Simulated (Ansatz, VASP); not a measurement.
# Two plane-wave programs on C

```
C
1.0
    -1.22251   -2.11745    0.00000
     1.22251   -2.11745    0.00000
     0.00000    0.00000   11.41799
C
6
Direct
  0.00000 0.00000 0.72376
  0.33333 0.33333 0.14467
  0.66667 0.66667 0.43422
  0.00000 0.00000 0.43438
  0.33333 0.33333 0.72393
  0.66667 0.66667 0.14484
```

Alike in both runs: task single point; functional LDA; k mesh 12 × 12 × 3; occupations gaussian, width 0.05 eV; no spin polarisation.

```csv
,VASP,Ansatz
version,VASP 6.6.1,Ansatz 0.2.0
potentials or method,"VASP PAW LDA potentials, release 64 (C), cutoff 520 eV","scalar-relativistic, plane waves, PAW"
valence electrons in the cell,24,24
```

|  | VASP | Ansatz | Ansatz less VASP |
| --- | --- | --- | --- |
| gap on the k mesh at the Fermi level (eV) | 0.03 | 0.03 | 0.000 |
| least direct gap on the mesh (eV) | 0.03 | 0.03 | 0.000 |
| pressure (GPa) | 0.6 | -0.1 | -0.71 |
| traceless stress, the component that is largest in VASP (GPa) | -0.94 | -0.13 | +0.812 |
| rms of the force components (eV/Å) | 0.008 | 0.008 | +0.0001 |

LDA's correlation is that of Perdew and Zunger in VASP and of Perdew and Wang (1992) in Ansatz. Atom by atom the forces differ by 0.000 eV/Å (rms over components).
